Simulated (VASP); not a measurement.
# Ag (Fmmm) in VASP: further runs

Ag is run at these levels: PBEsol; tasks: single point.

Everything below comes from runs of VASP 6.6.1. Logs are shortened: lines on timing, memory, paths and dates and some standing lists are left out, and cuts for length are marked.

### Step 1. The cell of the first run

It takes space group Fmmm (No. 69, orthorhombic). The conventional cell has a = 3.311 Å, b = 4.595 Å, c = 4.771 Å, α = 90.00°, β = 90.00°, γ = 90.00°. Within 3.7 Å of Ag (site symmetry mmm) lie 14 Ag at 2.83 to 3.31 Å.

### Step 2. Single point, PBEsol (strain +0.0375 x Voigt [0, 0, 0, 0, 1, 0])

File INCAR:

```
ALGO = Fast
EDIFF = 1E-7
ENCUT = 520
GGA = PS
ISIF = 2
ISMEAR = 0
LASPH = T
LCHARG = F
LREAL = F
LWAVE = F
NBANDS = 12
NELM = 60
PREC = Accurate
SIGMA = 0.15
```

File KPOINTS:

```
k-points
0
Gamma
  20 20 20
```

File POSCAR:

```
Ag
1.0
   -1.6246104875      1.6556540000      1.6246104875
    1.6866975125     -1.6556540000      1.6866975125
    1.6246104875      1.6556540000     -1.6246104875
Ag
1
Direct
    0.0000000000      0.0000000000      0.0000000000
```

Potentials or basis: VASP PAW PBE potentials, release 64 (Ag).

The run is started by

```bash
cat potpaw_PBE.64/Ag/POTCAR > POTCAR
mpirun -np 1 vasp_std > vasp.out
```

OUTCAR:

```text
EDIFF = 1E-7
   ENCUT = 520
   GGA = PS
   ISIF = 2
   ISMEAR = 0
   LASPH = T
   LREAL = F
   NELM = 60
   PREC = Accurate

 ion  position               nearest neighbor table
   1  0.000  0.000  0.000-

  LATTYP: Found a face centered orthorhombic cell.
 ALAT       =     3.3113080000
 B/A-ratio  =     1.3876970581
 C/A-ratio  =     1.4407300667

  Lattice vectors:

 A1 = (  -0.0620870250,   0.0000000000,  -3.3113080000)
 A2 = (  -1.6866975125,   1.6556540000,  -1.6866975125)
 A3 = (   1.6246104875,   1.6556540000,  -1.6246104875)

Analysis of symmetry for initial positions (statically):
=====================================================================
 Subroutine PRICEL returns:
 Original cell was already a primitive cell.

 Routine SETGRP: Setting up the symmetry group for a
 face centered orthorhombic supercell.

 Subroutine GETGRP returns: Found  8 space group operations
 (whereof  8 operations were pure point group operations)
 out of a pool of  8 trial point group operations.

The static configuration has the point symmetry D_2h.

Analysis of symmetry for dynamics (positions and initial velocities):
=====================================================================
 Subroutine PRICEL returns:
 Original cell was already a primitive cell.

 Routine SETGRP: Setting up the symmetry group for a
 face centered orthorhombic supercell.

 Subroutine GETGRP returns: Found  8 space group operations
 (whereof  8 operations were pure point group operations)
 out of a pool of  8 trial point group operations.

The dynamic configuration has the point symmetry D_2h.

 Subroutine INISYM returns: Found  8 space group operations
 (whereof  8 operations are pure point group operations),
 and found     1 'primitive' translations

----------------------------------------------------------------------------------------

                                     Primitive cell

  volume of cell :      18.1475

  direct lattice vectors                    reciprocal lattice vectors
    -1.624610488  1.655654000  1.624610488    -0.005664406  0.301995465  0.302101673
     1.686697513 -1.655654000  1.686697513     0.296437266  0.000000000  0.296437266
     1.624610488  1.655654000 -1.624610488     0.302101673  0.301995465 -0.005664406

  length of vectors
     2.831944321  2.903633442  2.831944321     0.427198744  0.419225603  0.427198744

[... 79 lines left out ...]
   LREAL  =      F    real-space projection
   EDIFFG = 0.1E-05   stopping-criterion for IOM
   NSW    =      0    number of steps for IOM
   IBRION =     -1    ionic relax: 0-MD 1-quasi-New 2-CG
   NFREE  =      0    steps in history (QN), initial steepest desc. (CG)
   ISIF   =      2    stress and relaxation
   ISYM   =      2    0-nonsym 1-usesym 2-fastsym
   POTIM  = 0.5000    time-step for ionic-motion
   TEBEG  =    0.0;   TEEND  =   0.0 temperature during run
   PSTRESS=    0.0 pullay stress
   NELECT =      11.0000    total number of electrons
   NUPDOWN=      -1.0000    fix difference up-down
   EMIN   =  10.00;   EMAX   =-10.00  energy-range for DOS
   EFERMI =   0.00;   METHOD = LEGACY
   ISMEAR =     0;   SIGMA  =   0.15  broadening in eV -4-tet -1-fermi 0-gaus
   EFERMI_NEDOS =   21; number of points for ismear=-14 and -15
   IALGO  =     68    algorithm
   IMIX   =      4    mixing-type and parameters
     AMIX     =   0.40;   BMIX     =  1.00
     AMIX_MAG =   1.60;   BMIX_MAG =  1.00
  volume/ion in A,a.u.               =      18.15       122.47
  Fermi-wavevector in a.u.,A,eV,Ry     =   1.385480  2.618178 26.117144  1.919556
  Thomas-Fermi vector in A             =   2.509887
   LORBIT       =      0    0 simple, 1 ext, 2 COOP (PROOUT), +10 PAW based schemes
   GGA     = PS    functional components
   LHFCALC =     F    Hartree Fock is set to
   AEXX    =    0.0000 exact exchange contribution
   IVDW    =     0    specifies the selected vdW correction
   LEPSILON=     F    determine dielectric tensor
   LRPA    =     F    only Hartree local field effects (RPA)
 non-spin polarized calculation
 RMM-DIIS sequential band-by-band and
 Gauss-broadening in eV      SIGMA  =   0.15
  energy-cutoff  :      520.00
  volume of cell :       18.15
 maximum number of plane-waves:       499
 NGX is ok and might be reduce to    24
   NGX = 11   NGY = 11   NGZ = 11

 number of electron      11.0000001 magnetization

 Free energy of the ion-electron system (eV)
  ---------------------------------------------------
  ext. energy  EPLUGINS =         0.00000000
  ---------------------------------------------------
  free energy    TOTEN  =        -3.23371301 eV

  energy without entropy =       -3.22910328  energy(sigma->0) =       -3.23140815

 E-fermi :   7.4057     XC(G=0): -12.0424

 val. band max:        7.4049528897   @ k =   0.1500   0.3500   0.0000
 cond. band min:       7.4086530961   @ k =   0.5000   0.1000   0.2500
 fundamental gap:      0.0037002064
 Fermi energy:         7.4056730983

 k-point     1 :       0.0000    0.0000    0.0000
  band No.  band energies     occupation
      1       0.0227      2.00000
      2       2.5850      2.00000
      3       2.7245      2.00000
      4       2.8799      2.00000
      5       3.9561      2.00000
      6       3.9652      2.00000
      7      24.7336      0.00000
      8      25.1191      0.00000
      9      25.4114      0.00000
     10      29.9596      0.00000
     11      30.4626      0.00000
     12      30.8491      0.00000
[... 331 lines left out ...]
 k-point    24 :      -0.4000    0.0500    0.0000
  band No.  band energies     occupation
      1       1.5250      2.00000
      2       2.1300      2.00000
      3       3.8288      2.00000
      4       3.9838      2.00000
      5       4.3511      2.00000
      6       5.5479      2.00000
      7      14.1575      0.00000
      8      20.5648      0.00000
      9      22.3006      0.00000
     10      26.6040      0.00000
     11      27.8316      0.00000
     12      31.4149      0.00000

 [... further k-points ...]
[... 5 lines left out ...]
  --------------------------------------------------------------------------------------
  -------------------------------------------------------------------------------------
  Total       -0.8199180     -0.8134285     -0.8199180     -0.0000000     -0.0000000     -0.1501125
  in kB      -72.3877366    -71.8147947    -72.3877366     -0.0000000     -0.0000000    -13.2529193
  external PRESSURE =     -72.1967560 kB  Pullay stress =       0.0000000 kB

 VOLUME and BASIS-vectors are now :
 -----------------------------------------------------------------------------
  energy-cutoff  :      520.00
  volume of cell :       18.15
      direct lattice vectors                 reciprocal lattice vectors
    -1.624610488  1.655654000  1.624610488    -0.005664406  0.301995465  0.302101673
     1.686697513 -1.655654000  1.686697513     0.296437266  0.000000000  0.296437266
     1.624610488  1.655654000 -1.624610488     0.302101673  0.301995465 -0.005664406

 POSITION                                       TOTAL-FORCE (eV/Angst)
 -----------------------------------------------------------------------------------
      0.00000      0.00000      0.00000         0.000000      0.000000      0.000000
 -----------------------------------------------------------------------------------
    total drift:                               -0.000000      0.000000      0.000000

  FREE ENERGIE OF THE ION-ELECTRON SYSTEM (eV)
  ---------------------------------------------------
  free  energy   TOTEN  =        -3.2337130118 eV

  energy  without entropy=       -3.2291032827  energy(sigma->0) =       -3.23140815
```

It took 2.9 min on 1 thread of AMD EPYC 7R13 (Zen 3), shared host; peak memory 0.31 GiB.

What came out:

```yaml
Free_energy: -3.2337 eV
Pressure: -7.2 GPa
```

Caveat: the cell differs from its parent crystal (strain +0.0375 x Voigt [0, 0, 0, 0, 1, 0]); the PAW data sets were made with another functional, which shifts forces and pressure a little.

### Step 3. Single point, PBEsol (strain +0.0225 x Voigt [0, 0, 0, 0, 1, 0])

File INCAR:

```
PREC = Accurate
ENCUT = 520
EDIFF = 1E-6
ISMEAR = 0
SIGMA = 0.15
LREAL = F
LASPH = T
NELM = 60
ALGO = Fast
ISIF = 2
LWAVE = F
LCHARG = T
GGA = PS
LELF = T
LVHAR = T
NBANDS = 12
```

File KPOINTS:

```
Automatic mesh
0
Gamma
  20 20 20
```

File POSCAR:

```
Ag
1.0
   -1.6370278925      1.6556540000      1.6370278925
    1.6742801075     -1.6556540000      1.6742801075
    1.6370278925      1.6556540000     -1.6370278925
Ag
1
Direct
    0.0000000000      0.0000000000      0.0000000000
```

Potentials or basis: VASP PAW PBE potentials, release 64 (Ag).

The run is started by

```bash
cat potpaw_PBE.64/Ag/POTCAR > POTCAR
mpirun -np 1 vasp_std > vasp.out
```

It took 2.6 min on 1 thread of AMD EPYC 7R13 (Zen 3), shared host; peak memory 0.31 GiB.

It converged, with:

* Free energy: -3.2353 eV
* Pressure: -7.2 GPa

Stress tensor (GPa, compression positive):
```
-7.23  0.00 -0.75
 0.00 -7.21  0.00
-0.75  0.00 -7.23
```

Levels at points of the mesh, in eV from the Fermi level:
```
           k point  band 2  band 3  band 4  band 5  band 6  band 7  band 8  band 9
(0.00, 0.00, 0.00)   -4.75   -4.67   -4.58   -3.45   -3.44   17.49   17.71   17.90
(0.50, 0.00, 0.00)   -5.37   -3.50   -3.34   -2.54    0.02    3.79   12.98   13.98
(0.00, 0.50, 0.00)   -5.42   -3.47   -3.29   -2.58   -0.10    3.55   13.20   14.06
(0.50, 0.00, 0.50)   -5.33   -3.53   -3.39   -2.50    0.15    4.02   12.95   13.70
(0.50, 0.50, 0.50)   -5.95   -2.83   -2.76   -2.69    6.63    6.67    6.71   11.93
```

Caveat: the cell differs from its parent crystal (strain +0.0225 x Voigt [0, 0, 0, 0, 1, 0]); the PAW data sets were made with another functional, which shifts forces and pressure a little.

(Continued in part 2 of 2.)
